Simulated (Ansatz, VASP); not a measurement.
Two plane-wave programs on CdAu2

The input INCAR:

```
PREC = Accurate
ENCUT = 600
EDIFF = 1E-6
ISMEAR = 0
SIGMA = 0.1
LREAL = False
LASPH = True
NELM = 100
ALGO = Normal
ISIF = 3
LWAVE = False
LCHARG = False
GGA = PE
IBRION = 2
NSW = 90
EDIFFG = -0.04
```

KPOINTS

```
regular mesh
0
Gamma
  6 6 4
```

File POSCAR:

```
CdAu2
1.0
    3.9334278417      0.0000000000      0.0000000000
   -1.9667139208      3.4064484348      0.0000000000
    0.0000000000      0.0000000000      4.2470566397
Cd Au
1 2
Direct
    0.0000000000      0.0000000000      0.0000000000
    0.3333333333      0.6666666667      0.5000000000
    0.6666666667      0.3333333333      0.5000000000
```

Input for Ansatz:

```yaml
crystal:
  lattice:
    - [3.9334278417, 0.0, 0.0]
    - [-1.9667139208, 3.4064484348, 0.0]
    - [0.0, 0.0, 4.2470566397]
  atoms:
    - { symbol: Cd, position: [0.0, 0.0, 0.0] }
    - { symbol: Au, position: [0.3333333333, 0.6666666667, 0.5] }
    - { symbol: Au, position: [0.6666666667, 0.3333333333, 0.5] }
basis:
  ecutwfc: 420
kpoints:
  mp_grid: { grid: [6, 6, 4] }
hamiltonian:
  xc: pbe
scf:
  occupations: { method: gaussian, width: 0.1 }
  lower_state_search: "off"
output:
  forces: true
  stress: true
  eigenvalues: true
relax:
  adjacent_minimum: "off"
  f_tol: 0.04
  max_steps: 70
  cell: { stress_tol: 0.4 }
```

Alike in both runs: task relaxation of cell and atoms; functional PBE; k mesh 6 × 6 × 4; occupations gaussian, width 0.1 eV; no spin polarisation.

```csv
,VASP,Ansatz
version,VASP 6.6.1,Ansatz 0.2.0
potentials or method,"VASP PAW PBE potentials, release 64 (Cd, Au), cutoff 600 eV","scalar-relativistic, plane waves, PAW"
valence electrons in the cell,34,58
```

|  | VASP | Ansatz | Ansatz less VASP |
| --- | --- | --- | --- |
| gap on the k mesh at the Fermi level, each at its own relaxed structure (eV) | none | none | - |
| relaxed volume (Å³/atom) | 19.58 | 19.57 | -0.009 |
| relaxed length of the cell vector where the two differ most in proportion (Å) | 3.043 | 3.041 | -0.0013 |

A gap of «none» marks a metal or a gap that the smearing closes. VASP's potentials hold 34 valence electrons a cell and Ansatz's 58, so a difference there can come from the potentials and not from the codes.

The k mesh is coarse, so the values compare programs but aren't converged. Spin-orbit coupling is off throughout.
